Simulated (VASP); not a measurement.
# C (Fd-3m) in VASP: single point with PBE

Aim: the single point of C with PBE.

All numbers are computed with VASP 6.6.1; they aren't measurements. Logs are shortened: lines on timing, memory, paths and dates and some standing lists are left out, and cuts for length are marked.

## Step 1: The cell of the first run

Symmetry: Fd-3m, No. 227, cubic system. The conventional cell has a = 3.567 Å, b = 3.567 Å, c = 3.567 Å, α = 90.00°, β = 90.00°, γ = 90.00°. C (site symmetry -43m) has 4 C at 1.54 Å within 2.1 Å.

## Step 2: Single point, PBE

INCAR

```
  PREC = Accurate
  ENCUT = 520
  EDIFF = 1E-6
  ISMEAR = 0
  SIGMA = 0.05
  LREAL = Auto
  LASPH = True
  NELM = 60
  ALGO = Normal
  ISIF = 2
  LWAVE = False
  LCHARG = True
  GGA = PE
  LELF = True
  LVHAR = True
  NBANDS = 141
```

KPOINTS

```
Automatic mesh
0
Gamma
  2 2 2
```

POSCAR

```
C
1.0
    0.0000000000      5.3501100000      5.3501100000
    5.3501100000      0.0000000000      5.3501100000
    5.3501100000      5.3501100000      0.0000000000
C
54
Direct
    0.0000000000      0.0000000000      0.0000000000
    0.0000000000      0.0000000000      0.3333330000
    0.0000000000      0.0000000000      0.6666670000
    0.0000000000      0.3333330000      0.0000000000
    0.0000000000      0.3333330000      0.3333330000
    0.0000000000      0.3333330000      0.6666670000
    0.0000000000      0.6666670000      0.0000000000
    0.0000000000      0.6666670000      0.3333330000
    0.0000000000      0.6666670000      0.6666670000
    0.3333330000      0.0000000000      0.0000000000
    0.3333330000      0.0000000000      0.3333330000
    0.3333330000      0.0000000000      0.6666670000
    0.3333330000      0.3333330000      0.0000000000
    0.3333330000      0.3333330000      0.3333330000
    0.3333330000      0.3333330000      0.6666670000
    0.3333330000      0.6666670000      0.0000000000
    0.3333330000      0.6666670000      0.3333330000
    0.3333330000      0.6666670000      0.6666670000
    0.6666670000      0.0000000000      0.0000000000
    0.6666670000      0.0000000000      0.3333330000
    0.6666670000      0.0000000000      0.6666670000
    0.6666670000      0.3333330000      0.0000000000
    0.6666670000      0.3333330000      0.3333330000
    0.6666670000      0.3333330000      0.6666670000
    0.6666670000      0.6666670000      0.0000000000
    0.6666670000      0.6666670000      0.3333330000
    0.6666670000      0.6666670000      0.6666670000
    0.0833330000      0.0833330000      0.0833330000
    0.0833330000      0.0833330000      0.4166670000
    0.0833330000      0.0833330000      0.7500000000
    0.0833330000      0.4166670000      0.0833330000
    0.0833330000      0.4166670000      0.4166670000
    0.0833330000      0.4166670000      0.7500000000
    0.0833330000      0.7500000000      0.0833330000
    0.0833330000      0.7500000000      0.4166670000
    0.0833330000      0.7500000000      0.7500000000
    0.4166670000      0.0833330000      0.0833330000
    0.4166670000      0.0833330000      0.4166670000
    0.4166670000      0.0833330000      0.7500000000
    0.4166670000      0.4166670000      0.0833330000
    0.4166670000      0.4166670000      0.4166670000
    0.4166670000      0.4166670000      0.7500000000
    0.4166670000      0.7500000000      0.0833330000
    0.4166670000      0.7500000000      0.4166670000
    0.4166670000      0.7500000000      0.7500000000
    0.7500000000      0.0833330000      0.0833330000
    0.7500000000      0.0833330000      0.4166670000
    0.7500000000      0.0833330000      0.7500000000
    0.7500000000      0.4166670000      0.0833330000
    0.7500000000      0.4166670000      0.4166670000
    0.7500000000      0.4166670000      0.7500000000
    0.7500000000      0.7500000000      0.0833330000
    0.7500000000      0.7500000000      0.4166670000
    0.7500000000      0.7500000000      0.7500000000
```

Potentials or basis: VASP PAW PBE potentials, release 64 (C).

The run is started by

```sh
$ cat potpaw_PBE.64/C/POTCAR > POTCAR
$ mpirun -np 1 vasp_std > vasp.out
```

OUTCAR:

```text
PREC = Accurate
   ENCUT = 520
   EDIFF = 1E-6
   ISMEAR = 0
   LREAL = Auto
   LASPH = True
   NELM = 60
   ISIF = 2
   GGA = PE

 ion  position               nearest neighbor table
   1  0.000  0.000  0.000-  28 1.54  30 1.54  34 1.54  46 1.54
   2  0.000  0.000  0.333-  28 1.54  29 1.54  35 1.54  47 1.54
   3  0.000  0.000  0.667-  30 1.54  29 1.54  36 1.54  48 1.54
   4  0.000  0.333  0.000-  28 1.54  31 1.54  33 1.54  49 1.54
   5  0.000  0.333  0.333-  29 1.54  31 1.54  50 1.54  32 1.54
   6  0.000  0.333  0.667-  30 1.54  32 1.54  33 1.54  51 1.54
[... 46 lines left out ...]
  53  0.750  0.750  0.417-   8 1.54  20 1.54  26 1.54  27 1.54
  54  0.750  0.750  0.750-  27 1.54  21 1.54  25 1.54   9 1.54

  LATTYP: Found a face centered cubic cell.
 ALAT       =    10.7002200000

  Lattice vectors:

 A1 = (   0.0000000000,   5.3501100000,   5.3501100000)
 A2 = (   5.3501100000,   0.0000000000,   5.3501100000)
 A3 = (   5.3501100000,   5.3501100000,   0.0000000000)

Analysis of symmetry for initial positions (statically):
=====================================================================
 Subroutine PRICEL returns following result:

  LATTYP: Found a face centered cubic cell.
 ALAT       =     3.5667364333

  Lattice vectors:

 A1 = (   0.0000000000,   1.7833682166,   1.7833682166)
 A2 = (   1.7833682166,   0.0000000000,   1.7833682166)
 A3 = (   1.7833682166,   1.7833682166,   0.0000000000)

  27 primitive cells build up your supercell.

 Routine SETGRP: Setting up the symmetry group for a
 face centered cubic supercell.

 Subroutine GETGRP returns: Found 48 space group operations
 (whereof 24 operations were pure point group operations)
 out of a pool of 48 trial point group operations.

The static configuration has the point symmetry T_d .
 The point group associated with its full space group is O_h .

Analysis of symmetry for dynamics (positions and initial velocities):
=====================================================================
 Subroutine PRICEL returns following result:

  LATTYP: Found a face centered cubic cell.
 ALAT       =     3.5667364333

  Lattice vectors:

 A1 = (   0.0000000000,   1.7833682166,   1.7833682166)
 A2 = (   1.7833682166,   0.0000000000,   1.7833682166)
 A3 = (   1.7833682166,   1.7833682166,   0.0000000000)

  27 primitive cells build up your supercell.

 Routine SETGRP: Setting up the symmetry group for a
 face centered cubic supercell.

 Subroutine GETGRP returns: Found 48 space group operations
 (whereof 24 operations were pure point group operations)
 out of a pool of 48 trial point group operations.

The dynamic configuration has the point symmetry T_d .
 The point group associated with its full space group is O_h .

 Subroutine INISYM returns: Found 48 space group operations
 (whereof 24 operations are pure point group operations),
 and found    27 'primitive' translations

----------------------------------------------------------------------------------------

                                     Primitive cell

  volume of cell :      11.3437

  direct lattice vectors                    reciprocal lattice vectors
     0.000000000  1.783368217  1.783368217    -0.280368348  0.280368348  0.280368348
     1.783368217  0.000000000  1.783368217     0.280368348 -0.280368348  0.280368348
     1.783368217  1.783368217  0.000000000     0.280368348  0.280368348 -0.280368348

  length of vectors
     2.522063519  2.522063519  2.522063519     0.485612223  0.485612223  0.485612223

  position of ions in fractional coordinates (direct lattice)
     0.000000000  0.000000000  0.000000000
     0.249999250  0.249999250  0.249999250

  ion indices of the primitive-cell ions
   primitive index   ion index
                 1           1
                 2          28

----------------------------------------------------------------------------------------

 KPOINTS: Automatic mesh

Automatic generation of k-mesh.
 Grid dimensions read from file:
 generate k-points for:    2    2    2

 Generating k-lattice:

  Cartesian coordinates                     Fractional coordinates (reciprocal lattice)
    -0.046728011  0.046728011  0.046728011     0.500000000  0.000000000  0.000000000
     0.046728011 -0.046728011  0.046728011     0.000000000  0.500000000  0.000000000
     0.046728011  0.046728011 -0.046728011     0.000000000  0.000000000  0.500000000

  Length of vectors
     0.080935290  0.080935290  0.080935290

  Shift w.r.t. Gamma in fractional coordinates (k-lattice)
     0.000000000  0.000000000  0.000000000

 Subroutine IBZKPT returns following result:
 ===========================================

 Found      3 irreducible k-points:

 Following reciprocal coordinates:
            Coordinates               Weight
  0.000000  0.000000  0.000000      1.000000
  0.500000  0.000000  0.000000      4.000000
  0.500000  0.500000  0.000000      3.000000
   k-points           NKPTS =      3   k-points in BZ     NKDIM =      3   number of bands    NBANDS=    141
   number of dos      NEDOS =    301   number of ions     NIONS =     54
   total plane-waves  NPLWV = 175616
   dimension x,y,z NGX =    56 NGY =   56 NGZ =   56
   dimension x,y,z NGXF=   112 NGYF=  112 NGZF=  112
   ions per type =              54
   NGX,Y,Z   is equivalent  to a cutoff of  12.30, 12.30, 12.30 a.u.
   NGXF,Y,Z  is equivalent  to a cutoff of  24.61, 24.61, 24.61 a.u.
 SYSTEM =  unknown system
   PREC   = accura    normal or accurate (medium, high low for compatibility)
   ISTART =      0    job   : 0-new  1-cont  2-samecut
   ICHARG =      2    charge: 1-file 2-atom 10-const
   ISPIN  =      1    spin polarized calculation?
   LNONCOLLINEAR =      F non collinear calculations
   LSORBIT =      F    spin-orbit coupling
   LASPH  =      T    aspherical Exc in radial PAW
   ENCUT  =  520.0 eV  38.22 Ry    6.18 a.u.  14.07 14.07 14.07*2*pi/ulx,y,z
   NELM   =     60;   NELMIN=  2; NELMDL= -5     # of ELM steps
   EDIFF  = 0.1E-05   stopping-criterion for ELM
   LREAL  =      T    real-space projection
   EDIFFG = 0.1E-04   stopping-criterion for IOM
   NSW    =      0    number of steps for IOM
   IBRION =     -1    ionic relax: 0-MD 1-quasi-New 2-CG
   NFREE  =      0    steps in history (QN), initial steepest desc. (CG)
   ISIF   =      2    stress and relaxation
   ISYM   =      2    0-nonsym 1-usesym 2-fastsym
   POTIM  = 0.5000    time-step for ionic-motion
   TEBEG  =    0.0;   TEEND  =   0.0 temperature during run
   PSTRESS=    0.0 pullay stress
   NELECT =     216.0000    total number of electrons
   NUPDOWN=      -1.0000    fix difference up-down
   EMIN   =  10.00;   EMAX   =-10.00  energy-range for DOS
   EFERMI =   0.00;   METHOD = LEGACY
   ISMEAR =     0;   SIGMA  =   0.05  broadening in eV -4-tet -1-fermi 0-gaus
   EFERMI_NEDOS =   21; number of points for ismear=-14 and -15
   IALGO  =     38    algorithm
   IMIX   =      4    mixing-type and parameters
     AMIX     =   0.40;   BMIX     =  1.00
     AMIX_MAG =   1.60;   BMIX_MAG =  1.00
  volume/ion in A,a.u.               =       5.67        38.28
  Fermi-wavevector in a.u.,A,eV,Ry     =   1.457203  2.753714 28.891161  2.123440
  Thomas-Fermi vector in A             =   2.574032
   LORBIT       =      0    0 simple, 1 ext, 2 COOP (PROOUT), +10 PAW based schemes
   GGA     = PE    functional components
   LHFCALC =     F    Hartree Fock is set to
   AEXX    =    0.0000 exact exchange contribution
   IVDW    =     0    specifies the selected vdW correction
   LEPSILON=     F    determine dielectric tensor
   LRPA    =     F    only Hartree local field effects (RPA)
 non-spin polarized calculation
 Gauss-broadening in eV      SIGMA  =   0.05
  energy-cutoff  :      520.00
  volume of cell :      306.28
 maximum number of plane-waves:      8291
   NGX = 29   NGY = 29   NGZ = 29

 number of electron     216.0000000 magnetization

 Free energy of the ion-electron system (eV)
  ---------------------------------------------------
  ext. energy  EPLUGINS =         0.00000000
  ---------------------------------------------------
  free energy    TOTEN  =      -490.76932840 eV

  energy without entropy =     -490.76932840  energy(sigma->0) =     -490.76932840

 E-fermi :  10.0597     XC(G=0): -13.2494

 val. band max:        9.7336084738   @ k =   0.0000   0.0000   0.0000
 cond. band min:      13.8849767562   @ k =   0.0000   0.0000   0.0000
 fundamental gap:      4.1513682824
 Fermi energy:        10.0597218308

 k-point     1 :       0.0000    0.0000    0.0000
  band No.  band energies     occupation
      1     -11.7451      2.00000
      2      -8.7284      2.00000
      3      -8.7284      2.00000
      4      -8.7284      2.00000
      5      -8.7284      2.00000
      6      -8.7284      2.00000
[... 112 lines left out ...]
    119      16.0818      0.00000
    120      16.0818      0.00000

 k-point     2 :       0.5000    0.0000    0.0000
  band No.  band energies     occupation
      1     -10.9781      2.00000
      2     -10.9779      2.00000
      3      -8.9658      2.00000
      4      -8.9658      2.00000
      5      -8.9657      2.00000
      6      -8.9657      2.00000
[... 112 lines left out ...]
    119      15.7466      0.00000
    120      15.7466      0.00000

 k-point     3 :       0.5000    0.5000    0.0000
  band No.  band energies     occupation
      1     -10.7229      2.00000
      2     -10.7229      2.00000
      3      -9.7150      2.00000
      4      -9.7150      2.00000
      5      -9.7150      2.00000
      6      -9.7150      2.00000
[... 112 lines left out ...]
    119      16.8305      0.00000
    120      16.8305      0.00000
 [bands above 120 left out]

------------------------ aborting loop because EDIFF is reached ----------------------------------------

  FORCE on cell =-STRESS in cart. coord.  units (eV):
  Direction    XX          YY          ZZ          XY          YZ          ZX
  --------------------------------------------------------------------------------------
  -------------------------------------------------------------------------------------
  Total        4.7745081      4.7745081      4.7745081      0.0000000      0.0000000      0.0000000
  in kB       24.9758964     24.9758964     24.9758964      0.0000000      0.0000000      0.0000000
  external PRESSURE =      24.9758964 kB  Pullay stress =       0.0000000 kB

 VOLUME and BASIS-vectors are now :
 -----------------------------------------------------------------------------
  energy-cutoff  :      520.00
  volume of cell :      306.28
      direct lattice vectors                 reciprocal lattice vectors
     0.000000000  5.350110000  5.350110000    -0.093456022  0.093456022  0.093456022
     5.350110000  0.000000000  5.350110000     0.093456022 -0.093456022  0.093456022
     5.350110000  5.350110000  0.000000000     0.093456022  0.093456022 -0.093456022

 POSITION                                       TOTAL-FORCE (eV/Angst)
 -----------------------------------------------------------------------------------
      0.00000      0.00000      0.00000         0.000000      0.000000      0.000000
      1.78337      1.78337      0.00000         0.000000      0.000000      0.000000
      3.56674      3.56674      0.00000        -0.000000      0.000000      0.000000
      1.78337      0.00000      1.78337         0.000000      0.000000      0.000000
      3.56674      1.78337      1.78337         0.000000      0.000000      0.000000
      5.35011      3.56674      1.78337         0.000000      0.000000      0.000000
[... 46 lines left out ...]
      6.24180      6.24180      8.02516        -0.000000     -0.000000     -0.000000
      8.02516      8.02516      8.02516        -0.000000     -0.000000     -0.000000
 -----------------------------------------------------------------------------------
    total drift:                                0.000000      0.000000      0.000000

  FREE ENERGIE OF THE ION-ELECTRON SYSTEM (eV)
  ---------------------------------------------------
  free  energy   TOTEN  =      -490.7693284005 eV

  energy  without entropy=     -490.7693284005  energy(sigma->0) =     -490.76932840
```

Run time: 4.6 min. Hardware: 1 thread of AMD EPYC 7R43 (Zen 3), shared host; peak memory 0.38 GiB.

What came out:

```yaml
Free_energy: -490.7693 eV
Pressure: 2.5 GPa
Band_gap_on_the_k_mesh: 4.15 eV
```

Levels at points of the mesh, in eV from the valence-band top:
```
           k point  band 104  band 105  band 106  band 107  band 108  band 109  band 110  band 111  band 112  band 113
(0.00, 0.00, 0.00)     -2.32     -2.32      0.00      0.00      0.00      4.15      4.15      4.15      4.15      4.15
(0.50, 0.00, 0.00)     -2.80     -1.02     -1.02     -1.02     -1.02      5.26      5.26      5.26      5.26      5.26
(0.50, 0.50, 0.00)     -2.24     -1.38     -1.38     -1.38     -1.38      4.76      4.76      4.93      4.93      7.10
```

Caveat: the k points lie up to 0.51 Å⁻¹ apart.
